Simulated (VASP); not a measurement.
# LiB4O2 (I4/mmm) in VASP: relaxation of cell and atoms with PBE

Aim: the relaxation of cell and atoms of LiB4O2 with PBE.

All numbers are computed with VASP 6.6.1; they aren't measurements. Logs are shortened: lines on timing, memory, paths and dates and some standing lists are left out, and cuts for length are marked.

## 1. The cell of the first run

The structure is tetragonal, space group I4/mmm (No. 139). Conventional cell: a = 4.356 Å, b = 4.356 Å, c = 6.468 Å, α = 90.00°, β = 90.00°, γ = 90.00°. Within 2.4 Å of Li (site symmetry 4/mmm) lie 2 O at 1.80 Å and 4 B at 2.18 Å. B (site symmetry mmm) has 2 B at 1.62 Å and 2 Li at 2.18 Å within 2.2 Å. B (site symmetry -4m2) has 2 B at 1.62 Å and 4 O at 2.19 Å within 2.2 Å. Within 2.4 Å of O (site symmetry 4mm) lie 1 Li at 1.80 Å and 4 B at 2.19 Å.

## 2. Relaxation of cell and atoms, PBE

Input file INCAR:

```
SYSTEM = LiB4O2
PREC     = Accurate       ! precision mode
ENCUT    = 600            ! plane-wave cutoff, eV
EDIFF    = 1E-7           ! SCF threshold, eV
ISMEAR   = 0              ! smearing method
SIGMA    = 0.1            ! smearing width, eV
LREAL    = .False.        ! projectors in reciprocal space
LASPH    = .True.         ! aspherical terms in the spheres
NELM     = 80             ! most SCF steps
ALGO     = Normal         ! electronic algorithm
ISIF     = 3              ! what is computed and relaxed
LWAVE    = .False.        ! write WAVECAR
LCHARG   = .False.        ! write CHGCAR
GGA      = PE             ! functional
IBRION   = 2              ! ionic algorithm
NSW      = 100            ! ionic steps
EDIFFG   = -0.01          ! ionic threshold
```

Input file KPOINTS:

```
regular mesh
0
Gamma
  12 12 12
  0 0 0
```

Input file POSCAR:

```
LiB4O2
1.0
   -2.1781414700      2.1781414700      3.2339749533
    2.1781414700     -2.1781414700      3.2339749533
    2.1781414700      2.1781414700     -3.2339749533
Li B O
1 4 2
Direct
    0.0000000000      0.0000000000      0.0000000000
    0.5000000000      0.0000000000      0.5000000000
    0.0000000000      0.5000000000      0.5000000000
    0.7500000000      0.2500000000      0.5000000000
    0.2500000000      0.7500000000      0.5000000000
    0.2780394758      0.2780394758      0.0000000000
    0.7219605242      0.7219605242      0.0000000000
```

Potentials or basis: VASP PAW PBE potentials, release 64 (Li_sv, B, O).

Command:

```sh
cat potpaw_PBE.64/Li_sv/POTCAR potpaw_PBE.64/B/POTCAR potpaw_PBE.64/O/POTCAR > POTCAR
mpirun -np 1 vasp_std > vasp.out
```

OUTCAR:

```text
SYSTEM = LiB4O2
   PREC = Accurate
   ENCUT = 600
   EDIFF = 1E-7
   ISMEAR = 0
   LREAL = .False.
   LASPH = .True.
   NELM = 80
   ISIF = 3
   GGA = PE
   IBRION = 2
   NSW = 100
   EDIFFG = -0.01

 ion  position               nearest neighbor table
   1  0.000  0.000  0.000-   6 1.80   7 1.80   2 2.18   3 2.18   3 2.18   2 2.18
   2  0.500  0.000  0.500-   4 1.62   5 1.62   1 2.18   1 2.18
   3  0.000  0.500  0.500-   4 1.62   5 1.62   1 2.18   1 2.18
   4  0.750  0.250  0.500-   2 1.62   3 1.62
   5  0.250  0.750  0.500-   2 1.62   3 1.62
   6  0.278  0.278  0.000-   1 1.80
   7  0.722  0.722  0.000-   1 1.80

  LATTYP: Found a body centered tetragonal cell.
 ALAT       =     4.3562829400
 C/A-ratio  =     1.4847405450

  Lattice vectors:

 A1 = (  -2.1781414700,   2.1781414700,   3.2339749533)
 A2 = (   2.1781414700,  -2.1781414700,   3.2339749533)
 A3 = (   2.1781414700,   2.1781414700,  -3.2339749533)

Analysis of symmetry for initial positions (statically):
=====================================================================
 Subroutine PRICEL returns:
 Original cell was already a primitive cell.

 Routine SETGRP: Setting up the symmetry group for a
 body centered tetragonal supercell.

 Subroutine GETGRP returns: Found 16 space group operations
 (whereof 16 operations were pure point group operations)
 out of a pool of 16 trial point group operations.

The static configuration has the point symmetry D_4h.

Analysis of symmetry for dynamics (positions and initial velocities):
=====================================================================
 Subroutine PRICEL returns:
 Original cell was already a primitive cell.

 Routine SETGRP: Setting up the symmetry group for a
 body centered tetragonal supercell.

 Subroutine GETGRP returns: Found 16 space group operations
 (whereof 16 operations were pure point group operations)
 out of a pool of 16 trial point group operations.

The dynamic configuration has the point symmetry D_4h.

 Subroutine INISYM returns: Found 16 space group operations
 (whereof 16 operations are pure point group operations),
 and found     1 'primitive' translations

----------------------------------------------------------------------------------------

                                     Primitive cell

  volume of cell :      61.3718

  direct lattice vectors                    reciprocal lattice vectors
    -2.178141470  2.178141470  3.233974953     0.000000000  0.229553501  0.154608495
     2.178141470 -2.178141470  3.233974953     0.229553501  0.000000000  0.154608495
     2.178141470  2.178141470 -3.233974953     0.229553501  0.229553501  0.000000000

  length of vectors
     4.466228221  4.466228221  4.466228221     0.276764514  0.276764514  0.324637674

  position of ions in fractional coordinates (direct lattice)
     0.000000000  0.000000000  0.000000000
     0.500000000  0.000000000  0.500000000
     0.000000000  0.500000000  0.500000000
     0.750000000  0.250000000  0.500000000
     0.250000000  0.750000000  0.500000000
     0.278039476  0.278039476  0.000000000
     0.721960524  0.721960524  0.000000000

  ion indices of the primitive-cell ions
   primitive index   ion index
                 1           1
                 2           2
                 3           3
                 4           4
                 5           5
                 6           6
                 7           7

----------------------------------------------------------------------------------------

 KPOINTS: regular mesh

Automatic generation of k-mesh.
 Grid dimensions read from file:
 generate k-points for:   12   12   12

 Generating k-lattice:

  Cartesian coordinates                     Fractional coordinates (reciprocal lattice)
     0.000000000  0.019129458  0.012884041     0.083333333 -0.000000000  0.000000000
     0.019129458  0.000000000  0.012884041    -0.000000000  0.083333333  0.000000000
     0.019129458  0.019129458  0.000000000     0.000000000  0.000000000  0.083333333

  Length of vectors
     0.023063710  0.023063710  0.027053140

  Shift w.r.t. Gamma in fractional coordinates (k-lattice)
     0.000000000  0.000000000  0.000000000

 Subroutine IBZKPT returns following result:
 ===========================================

 Found    163 irreducible k-points:

 Following reciprocal coordinates:
            Coordinates               Weight
  0.000000  0.000000  0.000000      1.000000
  0.083333  0.000000  0.000000      8.000000
  0.166667  0.000000  0.000000      8.000000
  0.250000  0.000000 -0.000000      8.000000
  0.333333  0.000000 -0.000000      8.000000
  0.416667  0.000000 -0.000000      8.000000
[... 16 lines left out ...]
  0.500000  0.166667 -0.000000     16.000000
 -0.416667  0.166667  0.000000     16.000000
 [... further k-points ...]
   k-points           NKPTS =    163   k-points in BZ     NKDIM =    163   number of bands    NBANDS=     17
   number of dos      NEDOS =    301   number of ions     NIONS =      7
   total plane-waves  NPLWV =  46656
   dimension x,y,z NGX =    36 NGY =   36 NGZ =   36
   dimension x,y,z NGXF=    72 NGYF=   72 NGZF=   72
   ions per type =               1   4   2
   NGX,Y,Z   is equivalent  to a cutoff of  13.40, 13.40, 13.40 a.u.
   NGXF,Y,Z  is equivalent  to a cutoff of  26.80, 26.80, 26.80 a.u.
 SYSTEM =  LiB4O2
   PREC   = accura    normal or accurate (medium, high low for compatibility)
   ISTART =      0    job   : 0-new  1-cont  2-samecut
   ICHARG =      2    charge: 1-file 2-atom 10-const
   ISPIN  =      1    spin polarized calculation?
   LNONCOLLINEAR =      F non collinear calculations
   LSORBIT =      F    spin-orbit coupling
   LASPH  =      T    aspherical Exc in radial PAW
   ENCUT  =  600.0 eV  44.10 Ry    6.64 a.u.   8.92  8.92  8.92*2*pi/ulx,y,z
   NELM   =     80;   NELMIN=  2; NELMDL= -5     # of ELM steps
   EDIFF  = 0.1E-06   stopping-criterion for ELM
   LREAL  =      F    real-space projection
   EDIFFG = -.1E-01   stopping-criterion for IOM
   NSW    =    100    number of steps for IOM
   IBRION =      2    ionic relax: 0-MD 1-quasi-New 2-CG
   NFREE  =      1    steps in history (QN), initial steepest desc. (CG)
   ISIF   =      3    stress and relaxation
   ISYM   =      2    0-nonsym 1-usesym 2-fastsym
   POTIM  = 0.5000    time-step for ionic-motion
   TEBEG  =    0.0;   TEEND  =   0.0 temperature during run
   PSTRESS=    0.0 pullay stress
   NELECT =      27.0000    total number of electrons
   NUPDOWN=      -1.0000    fix difference up-down
   EMIN   =  10.00;   EMAX   =-10.00  energy-range for DOS
   EFERMI =   0.00;   METHOD = LEGACY
   ISMEAR =     0;   SIGMA  =   0.10  broadening in eV -4-tet -1-fermi 0-gaus
   EFERMI_NEDOS =   21; number of points for ismear=-14 and -15
   IALGO  =     38    algorithm
   IMIX   =      4    mixing-type and parameters
     AMIX     =   0.40;   BMIX     =  1.00
     AMIX_MAG =   1.60;   BMIX_MAG =  1.00
  volume/ion in A,a.u.               =       8.77        59.17
  Fermi-wavevector in a.u.,A,eV,Ry     =   1.245106  2.352910 21.092977  1.550290
  Thomas-Fermi vector in A             =   2.379343
   LORBIT       =      0    0 simple, 1 ext, 2 COOP (PROOUT), +10 PAW based schemes
   GGA     = PE    functional components
   LHFCALC =     F    Hartree Fock is set to
   AEXX    =    0.0000 exact exchange contribution
   IVDW    =     0    specifies the selected vdW correction
   LEPSILON=     F    determine dielectric tensor
   LRPA    =     F    only Hartree local field effects (RPA)
 conjugate gradient relaxation of ions
 non-spin polarized calculation
 Gauss-broadening in eV      SIGMA  =   0.10
  energy-cutoff  :      600.00
  volume of cell :       61.37
 maximum number of plane-waves:      2084
   NGX = 17   NGY = 17   NGZ = 17

--------------------------------------- Ionic step        1  -------------------------------------------

 number of electron      27.0000005 magnetization

 Free energy of the ion-electron system (eV)
  ---------------------------------------------------
  ext. energy  EPLUGINS =         0.00000000
  ---------------------------------------------------
  free energy    TOTEN  =       -35.14008683 eV

  energy without entropy =      -35.13098324  energy(sigma->0) =      -35.13553504

------------------------ aborting loop because EDIFF is reached ----------------------------------------

  FORCE on cell =-STRESS in cart. coord.  units (eV):
  Direction    XX          YY          ZZ          XY          YZ          ZX
  --------------------------------------------------------------------------------------
  -------------------------------------------------------------------------------------
  Total        0.1356792      0.1356792     -0.0487993      0.0000000      0.0000000      0.0000000
  in kB        3.5420519      3.5420519     -1.2739578      0.0000000      0.0000000      0.0000000
  external PRESSURE =       1.9367153 kB  Pullay stress =       0.0000000 kB
[... 67 lines left out ...]
  energy  without entropy=      -35.1312536941  energy(sigma->0) =      -35.13577815

--------------------------------------- Ionic step        3  -------------------------------------------

 number of electron      27.0000005 magnetization

 Free energy of the ion-electron system (eV)
  ---------------------------------------------------
  ext. energy  EPLUGINS =         0.00000000
  ---------------------------------------------------
  free energy    TOTEN  =       -35.14038861 eV

  energy without entropy =      -35.13139174  energy(sigma->0) =      -35.13589018

 E-fermi :   3.5973     XC(G=0): -10.7463

 val. band max:        3.5943912112   @ k =   0.4167   0.2500  -0.0000
 cond. band min:       3.6053702782   @ k =  -0.3333   0.0833   0.0000
 fundamental gap:      0.0109790670
 Fermi energy:         3.5973355389

 k-point     1 :       0.0000    0.0000    0.0000
  band No.  band energies     occupation
      1     -40.9044      2.00000
      2     -14.5344      2.00000
      3     -13.3935      2.00000
      4      -4.9623      2.00000
      5      -2.5814      2.00000
      6      -2.4863      2.00000
[... 9 lines left out ...]
     16       6.6229      0.00000
     17       6.6229      0.00000
[... 443 lines left out ...]
      1     -40.9042      2.00000
      2     -14.0984      2.00000
      3     -13.7024      2.00000
      4      -5.8560      2.00000
      5      -4.8617      2.00000
      6      -2.9391      2.00000
[... 9 lines left out ...]
     16       5.1973      0.00000
     17       6.0677      0.00000

 [... further k-points ...]

------------------------ aborting loop because EDIFF is reached ----------------------------------------

  FORCE on cell =-STRESS in cart. coord.  units (eV):
  Direction    XX          YY          ZZ          XY          YZ          ZX
  --------------------------------------------------------------------------------------
  -------------------------------------------------------------------------------------
  Total        0.0205923      0.0205923      0.0486397      0.0000000      0.0000000      0.0000000
  in kB        0.5359911      0.5359911      1.2660305      0.0000000      0.0000000      0.0000000
  external PRESSURE =       0.7793376 kB  Pullay stress =       0.0000000 kB
[... 22 lines left out ...]
  FREE ENERGIE OF THE ION-ELECTRON SYSTEM (eV)
  ---------------------------------------------------
  free  energy   TOTEN  =       -35.1403886098 eV

  energy  without entropy=      -35.1313917414  energy(sigma->0) =      -35.13589018

 reached required accuracy - stopping structural energy minimisation
```

Run time: 2.3 min. Hardware: 1 thread of Intel Xeon 6975P-C (Granite Rapids), shared host; peak memory 0.34 GiB.

Results:

```
Free energy                           : -35.1404 eV
Relaxed volume                        : 8.79 Å³/atom
Relaxed cell                          : a = 4.469 Å, b = 4.469 Å, c = 4.469 Å, α = 121.54°, β = 121.54°, γ = 87.35°
Space group after relaxing (to 0.1 Å) : I4/mmm (No. 139)
Energy gained by relaxing             : 0.0 meV/atom
Ionic steps                           : 3
Pressure after relaxing               : 0.1 GPa
Band gap on the k mesh                : zero (an odd number of electrons rules out a gap without spin polarisation)
```

The path:
```tsv
step	energy change (eV)	largest force (eV/Å)	pressure (GPa)	volume (Å³)
1	0.0000	0.0098	0.19	61.37
2	-0.0002	0.0057	0.13	61.47
3	-0.0003	0.0020	0.08	61.55
```

Final structure:
```yaml
crystal:
  lattice:
    - [-2.18208, 2.18208, 3.23187]
    - [2.18208, -2.18208, 3.23187]
    - [2.18208, 2.18208, -3.23187]
  atoms:
    - { symbol: Li, position: [0.00000, 0.00000, 0.00000] }
    - { symbol: B, position: [0.50000, 0.00000, 0.50000] }
    - { symbol: B, position: [0.00000, 0.50000, 0.50000] }
    - { symbol: B, position: [0.75000, 0.25000, 0.50000] }
    - { symbol: B, position: [0.25000, 0.75000, 0.50000] }
    - { symbol: O, position: [0.27818, 0.27818, 0.00000] }
    - { symbol: O, position: [0.72182, 0.72182, 0.00000] }
```

Caveat: the cutoff is under 1.25 times the usual one of these potentials, so pressure, stress and relaxed cells hold a basis-set (Pulay) error; an odd number of electrons without spin polarisation forces a metal; a magnetic or distorted state may lie lower.
